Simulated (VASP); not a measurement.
Set up this calculation in VASP 6.6.1, as the native input.

```yaml
Task: single point
Functional: PBE
Potentials_or_basis: VASP PAW PBE potentials, release 64 (B)
Cutoff: 520 eV
k_mesh: 12 × 12 × 6
Occupations: gaussian, width 0.1 eV
Spin: no spin polarisation
Dipole_correction: no
Further_INCAR_settings: ALGO = Normal; EDIFF = 1e-06; NBANDS = 10
```

The structure of B lies in POSCAR:

```
B
1.0
    2.1480689700      0.0000000000      0.0000000000
   -1.0740344900      1.8602823000      0.0000000000
    0.0000000000      0.0000000000      2.6644907300
B
2
Direct
    0.3333333300      0.6666666700      0.0000000000
    0.6666666700      0.3333333300      0.0000000000
```

The cell was generated, and may not be a known phase.

These files were run (other wordings do the same):

INCAR

```
SYSTEM = B
ALGO = Normal
EDIFF = 1E-6
ENCUT = 520
GGA = PE
ISIF = 2
ISMEAR = 0
LASPH = .True.
LCHARG = .False.
LREAL = .False.
LWAVE = .False.
NBANDS = 10
NELM = 60
PREC = Accurate
SIGMA = 0.1
```

KPOINTS

```
k-points
0
Gamma
  12 12 6
  0 0 0
```

Potentials or basis: VASP PAW PBE potentials, release 64 (B).

Command:

```console
$ cat potpaw_PBE.64/B/POTCAR > POTCAR
$ mpirun -np 1 vasp_std > vasp.out
```

Results of the run:

```
Pressure               : 412.3 GPa
Band gap on the k mesh : zero (bands 3 and 4 overlap by 7.38 eV)
```

Caveat: the k points lie up to 0.39 Å⁻¹ apart, too coarse for converged energies and pressures of a metal.

Run time: 5.5 s on 1 thread of Intel(R) Xeon(R) Platinum 8375C CPU @ 2.90GHz (Ice Lake), on a shared host, peak memory 0.11 GiB.
